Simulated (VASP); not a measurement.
# Ge (Cmcm) in VASP: single point with PBE

Aim: the single point of Ge with PBE.

Everything below comes from runs of VASP 6.6.1. Logs are shortened: lines on timing, memory, paths and dates and some standing lists are left out, and cuts for length are marked.

## 1. The cell of the first run

The structure is orthorhombic, space group Cmcm (No. 63). The conventional cell has a = 2.928 Å, b = 7.323 Å, c = 3.709 Å, α = 90.00°, β = 90.00°, γ = 90.00°. Ge (site symmetry m2m) has 18 Ge at 2.77 to 4.03 Å within 4.1 Å.

## 2. Single point, PBE

File INCAR:

```
  ALGO = Fast
  EDIFF = 1E-7
  ENCUT = 520
  GGA = PE
  ISIF = 2
  ISMEAR = 0
  LASPH = T
  LCHARG = T
  LELF = T
  LREAL = F
  LVHAR = T
  LWAVE = F
  NBANDS = 21
  NELM = 80
  PREC = Accurate
  SIGMA = 0.1
```

File KPOINTS:

```
k-points
0
Gamma
  20 20 16
```

File POSCAR:

```
Ge
1.0
    1.4637550574     -3.6615767207      0.0000000000
    1.4637550574      3.6615767207      0.0000000000
    0.0000000000      0.0000000000      3.7094304927
Ge
2
Direct
    0.8591442623      0.1408557377      0.2500000000
    0.1408557377      0.8591442623      0.7500000000
```

Potentials or basis: VASP PAW PBE potentials, release 64 (Ge_d).

Run with:

```
$ cat potpaw_PBE.64/Ge_d/POTCAR > POTCAR
$ mpirun -np 1 vasp_std > vasp.out
```

OUTCAR:

```text
EDIFF = 1E-7
   ENCUT = 520
   GGA = PE
   ISIF = 2
   ISMEAR = 0
   LASPH = T
   LREAL = F
   NELM = 80
   PREC = Accurate

 ion  position               nearest neighbor table
   1  0.859  0.141  0.250-   2 2.77   2 2.77   2 2.85   2 2.85   2 2.85   2 2.85
   2  0.141  0.859  0.750-   1 2.77   1 2.77   1 2.85   1 2.85   1 2.85   1 2.85

  LATTYP: Found a base centered orthorhombic cell.
 ALAT       =     2.9275101148
 B/A-ratio  =     2.5014955215
 C/A-ratio  =     1.2670939970

  Lattice vectors:

 A1 = (   1.4637550574,  -3.6615767207,   0.0000000000)
 A2 = (   1.4637550574,   3.6615767207,   0.0000000000)
 A3 = (   0.0000000000,   0.0000000000,   3.7094304927)

Analysis of symmetry for initial positions (statically):
=====================================================================
 Subroutine PRICEL returns:
 Original cell was already a primitive cell.

 Routine SETGRP: Setting up the symmetry group for a
 base centered orthorhombic supercell.

 Subroutine GETGRP returns: Found  8 space group operations
 (whereof  4 operations were pure point group operations)
 out of a pool of  8 trial point group operations.

The static configuration has the point symmetry C_2h.
 The point group associated with its full space group is D_2h.

Analysis of symmetry for dynamics (positions and initial velocities):
=====================================================================
 Subroutine PRICEL returns:
 Original cell was already a primitive cell.

 Routine SETGRP: Setting up the symmetry group for a
 base centered orthorhombic supercell.

 Subroutine GETGRP returns: Found  8 space group operations
 (whereof  4 operations were pure point group operations)
 out of a pool of  8 trial point group operations.

The dynamic configuration has the point symmetry C_2h.
 The point group associated with its full space group is D_2h.

 Subroutine INISYM returns: Found  8 space group operations
 (whereof  4 operations are pure point group operations),
 and found     1 'primitive' translations

----------------------------------------------------------------------------------------

                                     Primitive cell

  volume of cell :      39.7625

  direct lattice vectors                    reciprocal lattice vectors
     1.463755057 -3.661576721  0.000000000     0.341587206 -0.136553195  0.000000000
[... 82 lines left out ...]
   LSORBIT =      F    spin-orbit coupling
   LASPH  =      T    aspherical Exc in radial PAW
   ENCUT  =  520.0 eV  38.22 Ry    6.18 a.u.   7.33  7.33  6.90*2*pi/ulx,y,z
   NELM   =     80;   NELMIN=  2; NELMDL= -5     # of ELM steps
   EDIFF  = 0.1E-06   stopping-criterion for ELM
   LREAL  =      F    real-space projection
   EDIFFG = 0.1E-05   stopping-criterion for IOM
   NSW    =      0    number of steps for IOM
   IBRION =     -1    ionic relax: 0-MD 1-quasi-New 2-CG
   NFREE  =      0    steps in history (QN), initial steepest desc. (CG)
   ISIF   =      2    stress and relaxation
   ISYM   =      2    0-nonsym 1-usesym 2-fastsym
   POTIM  = 0.5000    time-step for ionic-motion
   TEBEG  =    0.0;   TEEND  =   0.0 temperature during run
   PSTRESS=    0.0 pullay stress
   NELECT =      28.0000    total number of electrons
   NUPDOWN=      -1.0000    fix difference up-down
   EMIN   =  10.00;   EMAX   =-10.00  energy-range for DOS
   EFERMI =   0.00;   METHOD = LEGACY
   ISMEAR =     0;   SIGMA  =   0.10  broadening in eV -4-tet -1-fermi 0-gaus
   EFERMI_NEDOS =   21; number of points for ismear=-14 and -15
   IALGO  =     68    algorithm
   IMIX   =      4    mixing-type and parameters
     AMIX     =   0.40;   BMIX     =  1.00
     AMIX_MAG =   1.60;   BMIX_MAG =  1.00
  volume/ion in A,a.u.               =      19.88       134.17
  Fermi-wavevector in a.u.,A,eV,Ry     =   1.456475  2.752338 28.862287  2.121318
  Thomas-Fermi vector in A             =   2.573388
   LORBIT       =      0    0 simple, 1 ext, 2 COOP (PROOUT), +10 PAW based schemes
   GGA     = PE    functional components
   LHFCALC =     F    Hartree Fock is set to
   AEXX    =    0.0000 exact exchange contribution
   IVDW    =     0    specifies the selected vdW correction
   LEPSILON=     F    determine dielectric tensor
   LRPA    =     F    only Hartree local field effects (RPA)
 non-spin polarized calculation
 RMM-DIIS sequential band-by-band and
 Gauss-broadening in eV      SIGMA  =   0.10
  energy-cutoff  :      520.00
  volume of cell :       39.76
 maximum number of plane-waves:      1106
 NGX is ok and might be reduce to    30
   NGX = 15   NGY = 15   NGZ = 13

 number of electron      28.0000012 magnetization

 Free energy of the ion-electron system (eV)
  ---------------------------------------------------
  ext. energy  EPLUGINS =         0.00000000
  ---------------------------------------------------
  free energy    TOTEN  =        -8.43380734 eV

  energy without entropy =       -8.42958576  energy(sigma->0) =       -8.43169655

 E-fermi :   6.1725     XC(G=0): -10.9668

 val. band max:        6.1688302895   @ k =   0.4000   0.0500   0.2500
 cond. band min:       6.1726888421   @ k =   0.3500   0.2500   0.1875
 fundamental gap:      0.0038585525
 Fermi energy:         6.1724684939

 k-point     1 :       0.0000    0.0000    0.0000
  band No.  band energies     occupation
      1     -18.6058      2.00000
      2     -18.5812      2.00000
      3     -18.5684      2.00000
      4     -18.5519      2.00000
      5     -18.5151      2.00000
      6     -18.4940      2.00000
[... 565 lines left out ...]
     20      16.1499      0.00000
     21      16.5651      0.00000

 [... further k-points ...]

------------------------ aborting loop because EDIFF is reached ----------------------------------------

  FORCE on cell =-STRESS in cart. coord.  units (eV):
  Direction    XX          YY          ZZ          XY          YZ          ZX
  --------------------------------------------------------------------------------------
  -------------------------------------------------------------------------------------
  Total        0.0268714      0.0265024      0.0241399      0.0000000      0.0000000      0.0000000
  in kB        1.0827488      1.0678807      0.9726858      0.0000000      0.0000000      0.0000000
  external PRESSURE =       1.0411051 kB  Pullay stress =       0.0000000 kB

 VOLUME and BASIS-vectors are now :
 -----------------------------------------------------------------------------
  energy-cutoff  :      520.00
  volume of cell :       39.76
      direct lattice vectors                 reciprocal lattice vectors
     1.463755057 -3.661576721  0.000000000     0.341587206 -0.136553195  0.000000000
     1.463755057  3.661576721  0.000000000     0.341587206  0.136553195  0.000000000
     0.000000000  0.000000000  3.709430493     0.000000000  0.000000000  0.269583162

 POSITION                                       TOTAL-FORCE (eV/Angst)
 -----------------------------------------------------------------------------------
      1.46376     -2.63007      0.92736         0.000000     -0.000264     -0.000000
      1.46376      2.63007      2.78207         0.000000      0.000264      0.000000
 -----------------------------------------------------------------------------------
    total drift:                                0.000000      0.000000     -0.000000

  FREE ENERGIE OF THE ION-ELECTRON SYSTEM (eV)
  ---------------------------------------------------
  free  energy   TOTEN  =        -8.4338073361 eV

  energy  without entropy=       -8.4295857561  energy(sigma->0) =       -8.43169655
```

OSZICAR:

```text
N       E                     dE             d eps       ncg     rms          rms(c)
DAV:   1     0.177269860772E+03    0.17727E+03   -0.14307E+04 47678   0.374E+03
DAV:   2     0.161024658692E+02   -0.16117E+03   -0.15627E+03 42233   0.594E+02
DAV:   3    -0.774732654711E+01   -0.23850E+02   -0.23643E+02 48202   0.134E+02
DAV:   4    -0.844379657810E+01   -0.69647E+00   -0.69597E+00 46484   0.264E+01
DAV:   5    -0.845452189130E+01   -0.10725E-01   -0.10725E-01 47714   0.364E+00    0.174E+00
RMM:   6    -0.843982835442E+01    0.14694E-01   -0.15261E-02 52780   0.151E+00    0.100E+00
RMM:   7    -0.843384067462E+01    0.59877E-02   -0.13958E-02 53279   0.119E+00    0.878E-02
RMM:   8    -0.843374262051E+01    0.98054E-04   -0.21747E-03 54309   0.698E-01    0.474E-02
RMM:   9    -0.843379369377E+01   -0.51073E-04   -0.45753E-04 58112   0.202E-01    0.262E-02
RMM:  10    -0.843380499281E+01   -0.11299E-04   -0.10910E-04 54940   0.145E-01    0.549E-03
RMM:  11    -0.843380577223E+01   -0.77942E-06   -0.41829E-05 56487   0.726E-02    0.510E-03
RMM:  12    -0.843380721159E+01   -0.14394E-05   -0.14356E-05 58741   0.357E-02    0.550E-03
RMM:  13    -0.843380744982E+01   -0.23823E-06   -0.20932E-06 53639   0.165E-02    0.735E-03
RMM:  14    -0.843380739066E+01    0.59156E-07   -0.10806E-06 52393   0.146E-02    0.538E-03
RMM:  15    -0.843381032207E+01   -0.29314E-05   -0.86348E-06 59905   0.413E-02    0.137E-02
RMM:  16    -0.843380767876E+01    0.26433E-05   -0.50354E-06 54029   0.326E-02    0.693E-03
RMM:  17    -0.843380737354E+01    0.30523E-06   -0.10992E-06 52188   0.143E-02    0.196E-03
RMM:  18    -0.843380733612E+01    0.37418E-07   -0.57389E-08 24719   0.246E-03
   1 F= -.84338073E+01 E0= -.84316965E+01  d E =-.422158E-02
```

stdout:

```text
POSCAR found type information on POSCAR Ge
 POSCAR found :  1 types and       2 ions
 scaLAPACK will be used
 LDA part: xc-table for (Slater+PW92), standard interpolation
 POSCAR, INCAR and KPOINTS ok, starting setup
 FFT: planning ... GRIDC
[... 81 lines left out ...]
WARNING in EDDRMM: call to ZHEGV failed, returncode =   8  4     20
WARNING in EDDRMM: call to ZHEGV failed, returncode =   8  4     21
WARNING in EDDRMM: call to ZHEGV failed, returncode =   8  4     20
WARNING in EDDRMM: call to ZHEGV failed, returncode =   6  3     18
WARNING in EDDRMM: call to ZHEGV failed, returncode =   8  4     19
 num prob  num prob  num prob  num prob  num prob  num prob  num prob  num prob  num prob WARNING in EDDRMM: call to ZHEGV failed, returncode =   8  4     21
 num prob  num prob  num prob  num prob  num prob  num prob  num prob  num prob  num prob  num prob  num prob RMM:  18    -0.843380733612E+01    0.37418E-07   -0.57389E-08 24719   0.246E-03
```

It took 18 min on 1 thread of Oxide Virtual Turin-like, shared host; peak memory 0.67 GiB.

What came out:

* Free energy: -8.4338 eV
* Pressure: 0.1 GPa
* Band gap on the k mesh: zero (bands 14 and 15 overlap by 4.78 eV)

Levels at points of the mesh, in eV from the Fermi level:
```csv
k point,band 10,band 11,band 12,band 13,band 14,band 15,band 16,band 17,band 18,band 19
"(0.00, 0.00, 0.00)",-24.56,-12.88,-4.04,-2.19,-1.88,3.15,5.47,7.02,7.25,7.71
"(0.50, 0.00, 0.00)",-24.58,-8.76,-7.06,-2.42,-1.75,1.48,3.32,4.00,5.11,7.61
"(0.50, 0.50, 0.00)",-24.61,-10.75,-9.55,0.09,1.35,1.52,2.24,3.60,7.61,10.42
"(0.00, 0.00, 0.50)",-24.61,-10.24,-10.24,0.79,0.79,2.18,2.18,6.97,6.97,11.47
"(0.50, 0.00, 0.50)",-24.60,-6.44,-6.44,-3.96,-3.96,0.38,0.38,2.93,2.93,11.06
"(0.50, 0.50, 0.50)",-24.63,-8.69,-8.69,-5.43,-5.43,6.14,6.14,9.06,9.06,11.79
```
